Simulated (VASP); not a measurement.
# Ni (Fm-3m) in VASP: notebook

The runs below take Ni through relaxation of cell and atoms, single point, with revPBE, PBEsol.

Program: VASP 6.6.1. These are calculated values, not measurements. Logs are shortened: lines on timing, memory, paths and dates and some standing lists are left out, and cuts for length are marked.

**1. The cell of the first run**

Symmetry: Fm-3m, No. 225, cubic system. Conventional cell: a = 3.475 Å, b = 3.475 Å, c = 3.475 Å, α = 90.00°, β = 90.00°, γ = 90.00°. Within 3.2 Å of Ni (site symmetry m-3m) lie 12 Ni at 2.46 Å.

**2. Relaxation of cell and atoms, revPBE, collinear spin, ferromagnetic start**

The input, INCAR:

```
SYSTEM = Ni
ALGO = Normal
EDIFF = 1E-6
EDIFFG = -0.01
ENCUT = 600
GGA = RE
IBRION = 2
ISIF = 3
ISMEAR = -1
ISPIN = 2
LASPH = .True.
LCHARG = .False.
LMAXMIX = 4
LORBIT = 11
LREAL = .False.
LWAVE = .False.
MAGMOM = 1
NELM = 150
NSW = 80
PREC = Accurate
SIGMA = 0.05
```

The input, KPOINTS:

```
k-points
0
Gamma
  13 13 13
  0 0 0
```

The input, POSCAR:

```
Ni
1.0
    0.0000000000      1.7375729330      1.7375729330
    1.7375729330      0.0000000000      1.7375729330
    1.7375729330      1.7375729330      0.0000000000
Ni
1
Direct
    0.0000000000      0.0000000000      0.0000000000
```

Potentials or basis: VASP PAW PBE potentials, release 64 (Ni).

On the command line:

```bash
> cat potpaw_PBE.64/Ni/POTCAR > POTCAR
> mpirun -np 1 vasp_std > vasp.out
```

OUTCAR:

```text
SYSTEM = Ni
   EDIFF = 1E-6
   EDIFFG = -0.01
   ENCUT = 600
   GGA = RE
   IBRION = 2
   ISIF = 3
   ISMEAR = -1
   ISPIN = 2
   LASPH = .True.
   LORBIT = 11
   LREAL = .False.
   NELM = 150
   NSW = 80
   PREC = Accurate

 ion  position               nearest neighbor table
   1  0.000  0.000  0.000-

  LATTYP: Found a face centered cubic cell.
 ALAT       =     3.4751458660

  Lattice vectors:

 A1 = (   0.0000000000,   1.7375729330,   1.7375729330)
 A2 = (   1.7375729330,   0.0000000000,   1.7375729330)
 A3 = (   1.7375729330,   1.7375729330,   0.0000000000)

Analysis of symmetry for initial positions (statically):
=====================================================================
 Subroutine PRICEL returns:
 Original cell was already a primitive cell.

 Routine SETGRP: Setting up the symmetry group for a
 face centered cubic supercell.

 Subroutine GETGRP returns: Found 48 space group operations
 (whereof 48 operations were pure point group operations)
 out of a pool of 48 trial point group operations.

The static configuration has the point symmetry O_h .

Analysis of symmetry for dynamics (positions and initial velocities):
=====================================================================
 Subroutine PRICEL returns:
 Original cell was already a primitive cell.

 Routine SETGRP: Setting up the symmetry group for a
 face centered cubic supercell.

 Subroutine GETGRP returns: Found 48 space group operations
 (whereof 48 operations were pure point group operations)
 out of a pool of 48 trial point group operations.

The dynamic configuration has the point symmetry O_h .

Analysis of structural, dynamic, and magnetic symmetry:
=====================================================================
 Subroutine PRICEL returns:
 Original cell was already a primitive cell.

 Routine SETGRP: Setting up the symmetry group for a
 face centered cubic supercell.

 Subroutine GETGRP returns: Found 48 space group operations
 (whereof 48 operations were pure point group operations)
 out of a pool of 48 trial point group operations.

The overall configuration has the point symmetry O_h .

 Subroutine INISYM returns: Found 48 space group operations
 (whereof 48 operations are pure point group operations),
 and found     1 'primitive' translations

----------------------------------------------------------------------------------------

                                     Primitive cell

  volume of cell :      10.4920

  direct lattice vectors                    reciprocal lattice vectors
     0.000000000  1.737572933  1.737572933    -0.287757705  0.287757705  0.287757705
     1.737572933  0.000000000  1.737572933     0.287757705 -0.287757705  0.287757705
     1.737572933  1.737572933  0.000000000     0.287757705  0.287757705 -0.287757705

  length of vectors
     2.457299207  2.457299207  2.457299207     0.498410966  0.498410966  0.498410966

  position of ions in fractional coordinates (direct lattice)
     0.000000000  0.000000000  0.000000000

  ion indices of the primitive-cell ions
   primitive index   ion index
                 1           1

----------------------------------------------------------------------------------------

 KPOINTS: k-points

Automatic generation of k-mesh.
 Grid dimensions read from file:
 generate k-points for:   13   13   13

 Generating k-lattice:

  Cartesian coordinates                     Fractional coordinates (reciprocal lattice)
    -0.022135208  0.022135208  0.022135208     0.076923077  0.000000000  0.000000000
     0.022135208 -0.022135208  0.022135208     0.000000000  0.076923077  0.000000000
     0.022135208  0.022135208 -0.022135208     0.000000000  0.000000000  0.076923077

  Length of vectors
     0.038339305  0.038339305  0.038339305

  Shift w.r.t. Gamma in fractional coordinates (k-lattice)
     0.000000000  0.000000000  0.000000000

 Subroutine IBZKPT returns following result:
 ===========================================

 Found     84 irreducible k-points:

 Following reciprocal coordinates:
            Coordinates               Weight
  0.000000  0.000000  0.000000      1.000000
  0.076923  0.000000  0.000000      8.000000
  0.153846  0.000000  0.000000      8.000000
  0.230769  0.000000  0.000000      8.000000
  0.307692  0.000000  0.000000      8.000000
  0.384615  0.000000  0.000000      8.000000
[... 16 lines left out ...]
  0.384615  0.153846  0.000000     24.000000
  0.461538  0.153846  0.000000     24.000000
 [... further k-points ...]
   k-points           NKPTS =     84   k-points in BZ     NKDIM =     84   number of bands    NBANDS=     10
   number of dos      NEDOS =    301   number of ions     NIONS =      1
   total plane-waves  NPLWV =   8000
   dimension x,y,z NGX =    20 NGY =   20 NGZ =   20
   dimension x,y,z NGXF=    40 NGYF=   40 NGZF=   40
   ions per type =               1
   NGX,Y,Z   is equivalent  to a cutoff of  13.53, 13.53, 13.53 a.u.
   NGXF,Y,Z  is equivalent  to a cutoff of  27.06, 27.06, 27.06 a.u.
 SYSTEM =  Ni
   PREC   = accura    normal or accurate (medium, high low for compatibility)
   ISTART =      0    job   : 0-new  1-cont  2-samecut
   ICHARG =      2    charge: 1-file 2-atom 10-const
   ISPIN  =      2    spin polarized calculation?
   LNONCOLLINEAR =      F non collinear calculations
   LSORBIT =      F    spin-orbit coupling
   LASPH  =      T    aspherical Exc in radial PAW
   ENCUT  =  600.0 eV  44.10 Ry    6.64 a.u.   4.91  4.91  4.91*2*pi/ulx,y,z
   NELM   =    150;   NELMIN=  2; NELMDL= -5     # of ELM steps
   EDIFF  = 0.1E-05   stopping-criterion for ELM
   LREAL  =      F    real-space projection
   EDIFFG = -.1E-01   stopping-criterion for IOM
   NSW    =     80    number of steps for IOM
   IBRION =      2    ionic relax: 0-MD 1-quasi-New 2-CG
   NFREE  =      1    steps in history (QN), initial steepest desc. (CG)
   ISIF   =      3    stress and relaxation
   ISYM   =      2    0-nonsym 1-usesym 2-fastsym
   POTIM  = 0.5000    time-step for ionic-motion
   TEBEG  =    0.0;   TEEND  =   0.0 temperature during run
   PSTRESS=    0.0 pullay stress
   NELECT =      10.0000    total number of electrons
   NUPDOWN=      -1.0000    fix difference up-down
   EMIN   =  10.00;   EMAX   =-10.00  energy-range for DOS
   EFERMI =   0.00;   METHOD = LEGACY
   ISMEAR =    -1;   SIGMA  =   0.05  broadening in eV -4-tet -1-fermi 0-gaus
   EFERMI_NEDOS =   21; number of points for ismear=-14 and -15
   IALGO  =     38    algorithm
   IMIX   =      4    mixing-type and parameters
     AMIX     =   0.40;   BMIX     =  1.00
     AMIX_MAG =   1.60;   BMIX_MAG =  1.00
  volume/ion in A,a.u.               =      10.49        70.80
  Fermi-wavevector in a.u.,A,eV,Ry     =   1.611097  3.044533 35.315755  2.595635
  Thomas-Fermi vector in A             =   2.706542
   LORBIT       =     11    0 simple, 1 ext, 2 COOP (PROOUT), +10 PAW based schemes
   GGA     = RE    functional components
   LHFCALC =     F    Hartree Fock is set to
   AEXX    =    0.0000 exact exchange contribution
   IVDW    =     0    specifies the selected vdW correction
   LEPSILON=     F    determine dielectric tensor
   LRPA    =     F    only Hartree local field effects (RPA)
 conjugate gradient relaxation of ions
 spin polarized calculation
  energy-cutoff  :      600.00
  volume of cell :       10.49
 maximum number of plane-waves:       365
   NGX =  9   NGY =  9   NGZ =  9

--------------------------------------- Ionic step        1  -------------------------------------------

 number of electron      10.0000000 magnetization       1.0000000

 number of electron       9.9999999 magnetization       0.6236563

 Free energy of the ion-electron system (eV)
  ---------------------------------------------------
  ext. energy  EPLUGINS =         0.00000000
  ---------------------------------------------------
  free energy    TOTEN  =        -5.04836022 eV

  energy without entropy =       -5.03572766  energy(sigma->0) =       -5.04204394

 E-fermi :  10.0136     XC(G=0): -13.3822

 val. band max:       10.0064879637   @ k =   0.3846   0.0769   0.0000
 cond. band min:      10.0174390512   @ k =   0.3846   0.3846   0.0000
 fundamental gap:      0.0109510875
 Fermi energy:        10.0136064679

 spin component 1

 k-point     1 :       0.0000    0.0000    0.0000
  band No.  band energies     occupation
      1       0.7518      1.00000
      2       7.4746      1.00000
      3       7.4746      1.00000
      4       7.4746      1.00000
      5       8.7115      1.00000
      6       8.7115      1.00000
      7      34.0088      0.00000
      8      38.2052      0.00000
      9      38.2052      0.00000
     10      38.2052      0.00000

 k-point     2 :       0.0769    0.0000    0.0000
  band No.  band energies     occupation
      1       0.9891      1.00000
      2       7.4124      1.00000
      3       7.5278      1.00000
      4       7.5278      1.00000
      5       8.6892      1.00000
      6       8.6892      1.00000
      7      33.1955      0.00000
      8      35.9172      0.00000
      9      37.7125      0.00000
     10      37.7125      0.00000
[... 659 lines left out ...]
 POSITION                                       TOTAL-FORCE (eV/Angst)
 -----------------------------------------------------------------------------------
      1.80490      0.00000      1.80490        -0.000000     -0.000000     -0.000000
 -----------------------------------------------------------------------------------
    total drift:                               -0.000000      0.000000     -0.000000

  FREE ENERGIE OF THE ION-ELECTRON SYSTEM (eV)
  ---------------------------------------------------
  free  energy   TOTEN  =        -5.0519416021 eV

  energy  without entropy=       -5.0373551885  energy(sigma->0) =       -5.04464840

--------------------------------------- Ionic step        3  -------------------------------------------

 number of electron      10.0000009 magnetization       0.6282986

 Free energy of the ion-electron system (eV)
  ---------------------------------------------------
  ext. energy  EPLUGINS =         0.00000000
  ---------------------------------------------------
  free energy    TOTEN  =        -5.07084570 eV

  energy without entropy =       -5.05723822  energy(sigma->0) =       -5.06404196

 E-fermi :   9.1880     XC(G=0): -13.0357

 val. band max:        9.1812942940   @ k =   0.3846   0.0769   0.0000
 cond. band min:       9.2004535233   @ k =   0.3846   0.3846   0.0000
 fundamental gap:      0.0191592293
 Fermi energy:         9.1880473161

 spin component 1

 k-point     1 :       0.0000    0.0000    0.0000
  band No.  band energies     occupation
      1       0.3326      1.00000
      2       6.7917      1.00000
      3       6.7917      1.00000
      4       6.7917      1.00000
      5       7.9356      1.00000
      6       7.9356      1.00000
      7      32.6848      0.00000
      8      36.4281      0.00000
      9      36.4281      0.00000
     10      36.4281      0.00000

 k-point     2 :       0.0769    0.0000    0.0000
  band No.  band energies     occupation
      1       0.5599      1.00000
      2       6.7356      1.00000
      3       6.8405      1.00000
      4       6.8405      1.00000
      5       7.9155      1.00000
      6       7.9155      1.00000
      7      31.7604      0.00000
      8      34.2870      0.00000
      9      35.9088      0.00000
     10      35.9088      0.00000
[... 624 lines left out ...]
 POSITION                                       TOTAL-FORCE (eV/Angst)
 -----------------------------------------------------------------------------------
      0.00000      0.00000      0.00000         0.000000      0.000000      0.000000
 -----------------------------------------------------------------------------------
    total drift:                                0.000000      0.000000      0.000000

  FREE ENERGIE OF THE ION-ELECTRON SYSTEM (eV)
  ---------------------------------------------------
  free  energy   TOTEN  =        -5.0708456956 eV

  energy  without entropy=       -5.0572382231  energy(sigma->0) =       -5.06404196

 reached required accuracy - stopping structural energy minimisation

 total charge

# of ion       s       p       d       tot
------------------------------------------
    1        0.487   0.478   8.302   9.267

 magnetization (x)

# of ion       s       p       d       tot
------------------------------------------
    1       -0.007  -0.026   0.675   0.643
```

It took 36 s on 1 thread of Intel Xeon Platinum 8375C at 2.90GHz (Ice Lake), shared host; peak memory 0.15 GiB.

Results:

```yaml
Free_energy: -5.0708 eV
Relaxed_volume: 11.12 Å³/atom
Relaxed_cell: a = 2.505 Å, b = 2.505 Å, c = 2.505 Å, α = 60.00°, β = 60.00°, γ = 60.00°
Space_group_after_relaxing_to_0.05_Å: Fm-3m (No. 225)
Energy_gained_by_relaxing: 22.5 meV/atom
Ionic_steps: 3
Pressure_after_relaxing: 0.0 GPa
Net_moment: 0.63 μB per cell
Site_moments: Ni +0.64 μB
Valence_electrons_inside_the_program's_atomic_spheres: Ni 9.27
```

The path:
```csv
step,energy change (eV),largest force (eV/Å),pressure (GPa),volume (Å³)
1,0.0000,0.0000,12.26,10.49
2,-0.0036,0.0000,-8.90,11.76
3,-0.0225,0.0000,-0.02,11.12
```

Final structure:
```cif
data_structure
_symmetry_space_group_name_H-M 'P 1'
_symmetry_Int_Tables_number 1
_cell_length_a 2.5055
_cell_length_b 2.5055
_cell_length_c 2.5055
_cell_angle_alpha 60.000
_cell_angle_beta 60.000
_cell_angle_gamma 60.000
_cell_volume 11.12
loop_
_atom_site_label
_atom_site_type_symbol
_atom_site_fract_x
_atom_site_fract_y
_atom_site_fract_z
_atom_site_occupancy
Ni1 Ni 0.00000 0.00000 0.00000 1
```

Caveat: the PAW data sets were made with another functional, which shifts forces and pressure a little.

**3. Single point, PBEsol, collinear spin, ferromagnetic start (volume scaled by 0.94)**

The input, INCAR:

```
PREC = Accurate ; ENCUT = 520
EDIFF = 1E-6 ; ISMEAR = -1
SIGMA = 0.05 ; LREAL = F
LASPH = T ; NELM = 150
ALGO = Normal ; ISIF = 2
LWAVE = F ; LCHARG = F
ISPIN = 2 ; MAGMOM = 1
LORBIT = 11 ; LMAXMIX = 4
GGA = PS ; NBANDS = 15
```

The input, KPOINTS:

```
Automatic mesh
0
Gamma
  13 13 13
```

The input, POSCAR:

```
Ni
1.0
    0.0000000000      1.7021023080      1.7021023080
    1.7021023080      0.0000000000      1.7021023080
    1.7021023080      1.7021023080      0.0000000000
Ni
1
Direct
    0.0000000000      0.0000000000      0.0000000000
```

Potentials or basis: VASP PAW PBE potentials, release 64 (Ni).

On the command line:

```bash
> cat potpaw_PBE.64/Ni/POTCAR > POTCAR
> mpirun -np 1 vasp_std > vasp.out
```

Wall time 12 s (1 thread of Intel Xeon 6975P-C (Granite Rapids), shared host); peak memory 0.13 GiB.

The run converged. Its results:

```
Free energy                                           : -6.1247 eV
Pressure                                              : 13.2 GPa
Net moment                                            : 0.62 μB per cell
Site moments                                          : Ni +0.62 μB
Valence electrons inside the program's atomic spheres : Ni 9.51
```

Levels at points of the mesh, in eV from the Fermi level:
Spin up:
```csv
k point,band 2,band 3,band 4,band 5,band 6,band 7,band 8,band 9
"(0.00, 0.00, 0.00)",-2.69,-2.69,-2.69,-1.35,-1.35,24.52,29.14,29.14
```
Spin down:
```csv
k point,band 1,band 2,band 3,band 4,band 5,band 6,band 7,band 8,band 9,band 10
"(0.00, 0.00, 0.00)",-9.77,-1.98,-1.98,-1.98,-0.74,-0.74,24.43,29.14,29.14,29.14
```

Caveat: the cell differs from its parent crystal (volume scaled by 0.94); the PAW data sets were made with another functional, which shifts forces and pressure a little.

**4. Single point, PBEsol, collinear spin, ferromagnetic start (volume scaled by 0.96)**

The input, INCAR:

```
PREC = Accurate
ENCUT = 520
EDIFF = 1E-6
ISMEAR = -1
SIGMA = 0.05
LREAL = False
LASPH = True
NELM = 150
ALGO = Normal
ISIF = 2
LWAVE = False
LCHARG = False
ISPIN = 2
MAGMOM = 1
LORBIT = 11
LMAXMIX = 4
GGA = PS
NBANDS = 15
```

The input, KPOINTS:

```
regular mesh
0
Gamma
  13 13 13
```

The input, POSCAR:

```
Ni
1.0
    0.0000000000      1.7140893390      1.7140893390
    1.7140893390      0.0000000000      1.7140893390
    1.7140893390      1.7140893390      0.0000000000
Ni
1
Direct
    0.0000000000      0.0000000000      0.0000000000
```

On the command line:

```bash
> cat potpaw_PBE.64/Ni/POTCAR > POTCAR
> mpirun -np 1 vasp_std > vasp.out
```

It took 13 s on 1 thread of Intel Xeon 6975P-C (Granite Rapids), shared host; peak memory 0.13 GiB.

Results (log left out):

```yaml
Free_energy: -6.1381 eV
Pressure: 7.4 GPa
Net_moment: 0.62 μB per cell
Site_moments: Ni +0.62 μB
Valence_electrons_inside_the_program's_atomic_spheres: Ni 9.46
```

Levels at points of the mesh, in eV from the Fermi level:
Spin up:
```csv
k point,band 1,band 2,band 3,band 4,band 5,band 6,band 7,band 8,band 9,band 10
"(0.00, 0.00, 0.00)",-9.62,-2.63,-2.63,-2.63,-1.33,-1.33,24.34,28.80,28.80,28.80
```
Spin down:
| k point | band 3 | band 4 | band 5 | band 6 | band 7 | band 8 |
| --- | --- | --- | --- | --- | --- | --- |
| (0.00, 0.00, 0.00) | -1.92 | -1.92 | -0.72 | -0.72 | 24.25 | 28.80 |

Caveat: the cell differs from its parent crystal (volume scaled by 0.96); the PAW data sets were made with another functional, which shifts forces and pressure a little.

(Part 1 of 2 ends here.)
